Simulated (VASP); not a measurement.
Wanted: the native input for a VASP 6.6.1 run.

```yaml
Task: single point
Functional: PBE-based global hybrid with 15 % exact exchange
Potentials_or_basis: VASP PAW PBE potentials, release 64 (Cd, S)
Cutoff: 520 eV
k_mesh: 5 × 5 × 3
Occupations: fermi-dirac, width 0.05 eV
Spin: no spin polarisation
Dipole_correction: no
Grid_for_exact_exchange_PRECFOCK: Normal
Share_of_exact_exchange: 0.15
Further_INCAR_settings: ALGO = Normal; EDIFF = 1e-06; NBANDS = 22
```

The system is Cd2S.

```
Cd S
1.0
     3.96267    0.00000    0.00000
    -1.98134    3.43177    0.00000
     0.00000    0.00000    5.80919
Cd S
2 1
Direct
  0.33333 0.66667 0.93272
  0.66667 0.33333 0.57873
  0.33333 0.66667 0.36571
```

One way to write it, as run:

POSCAR

```
Cd2S
1.0
    3.9626700490      0.0000000000      0.0000000000
   -1.9813350245      3.4317729293      0.0000000000
    0.0000000000      0.0000000000      5.8091920000
Cd S
2 1
Direct
    0.3333333333      0.6666666667      0.9327170000
    0.6666666667      0.3333333333      0.5787350000
    0.3333333333      0.6666666667      0.3657050000
```

INCAR.step1

```
ALGO = Normal ; EDIFF = 1E-5
ENCUT = 520 ; GGA = PE
ISIF = 2 ; ISMEAR = -1
LASPH = T ; LREAL = F
LWAVE = T ; NBANDS = 22
NELM = 100 ; PREC = Accurate
SIGMA = 0.05
```

INCAR.step2

```
AEXX = 0.15 ; ALGO = Normal
EDIFF = 1E-6 ; ENCUT = 520
GGA = PE ; ISIF = 2
ISMEAR = -1 ; ISTART = 1
LASPH = T ; LCHARG = T
LELF = T ; LHFCALC = T
LREAL = F ; LVHAR = T
LWAVE = F ; NBANDS = 22
NELM = 100 ; PREC = Accurate
PRECFOCK = Normal ; SIGMA = 0.05
```

KPOINTS

```
k-points
0
Gamma
  5 5 3
```

Potentials or basis: VASP PAW PBE potentials, release 64 (Cd, S).

Launch:

```sh
$ cat potpaw_PBE.64/Cd/POTCAR potpaw_PBE.64/S/POTCAR > POTCAR
$ cp INCAR.step1 INCAR
$ mpirun -np 1 vasp_std > vasp.out
$ cp INCAR.step2 INCAR
$ mpirun -np 1 vasp_std > vasp.out
```

Results of the run:

| Quantity | Value |
| --- | --- |
| Pressure | -0.9 GPa |
| Largest force | 0.139 eV/Å |
| Band gap on the k mesh | 1.62 eV (least direct gap 1.93 eV) |

Caveat: the PAW data sets were made with another functional, which shifts forces and pressure a little; an odd mesh through Γ misses points on the zone boundary, where band edges can lie.

It took 40 min on 1 thread of Oxide Virtual Turin-like Processor (shared host), peak memory 0.2 GiB.
